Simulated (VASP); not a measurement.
Set up this calculation in VASP 6.6.1, as the native input.

```
Task                   : single point
Functional             : PBEsol
Potentials or basis    : VASP PAW PBE potentials, release 64 (O)
Cutoff                 : 520 eV
k mesh                 : 13 × 13 × 5
Occupations            : fermi-dirac, width 0.03 eV
Spin                   : no spin polarisation
Dipole correction      : no
Further INCAR settings : ALGO = Normal; EDIFF = 1e-06; NBANDS = 20
```

The structure of O lies in POSCAR:

```
O
1.0
    2.5609995414      0.0000000000      0.0000000000
   -1.2804997707      2.2178906619      0.0000000000
    0.0000000000      0.0000000000      6.7065000000
O
4
Direct
    0.3333333333      0.6666666667      0.1610000000
    0.6666666667      0.3333333333      0.6610000000
    0.3333333333      0.6666666667      0.3390000000
    0.6666666667      0.3333333333      0.8390000000
```

This cell differs from its parent crystal: zz strain of +2 %.

These files were run (other wordings do the same):

INCAR

```
PREC = Accurate
ENCUT = 520
EDIFF = 1E-6
ISMEAR = -1
SIGMA = 0.03
LREAL = False
LASPH = True
NELM = 100
ALGO = Normal
ISIF = 2
LWAVE = False
LCHARG = False
GGA = PS
NBANDS = 20
```

KPOINTS

```
regular mesh
0
Gamma
  13 13 5
```

Potentials or basis: VASP PAW PBE potentials, release 64 (O).

Command:

```bash
$ cat potpaw_PBE.64/O/POTCAR > POTCAR
$ mpirun -np 1 vasp_std > vasp.out
```

It gave:

| Item | Value |
| --- | --- |
| Pressure | 8.1 GPa |
| Largest force | 2.281 eV/Å |
| Band gap on the k mesh | zero (band 12 reaches 3.11 eV, above the bottom of band 13 at 1.13 eV) |

Caveat: the cell differs from its parent crystal (zz strain of +2 %); the standard files for N, O and F lose accuracy on very short bonds; spin is off for a triplet molecule; the PAW data sets were made with another functional, which shifts forces and pressure a little.

It took 18 s on 1 thread of Intel(R) Xeon(R) Platinum 8559C (Emerald Rapids), on a shared host, peak memory 0.16 GiB.
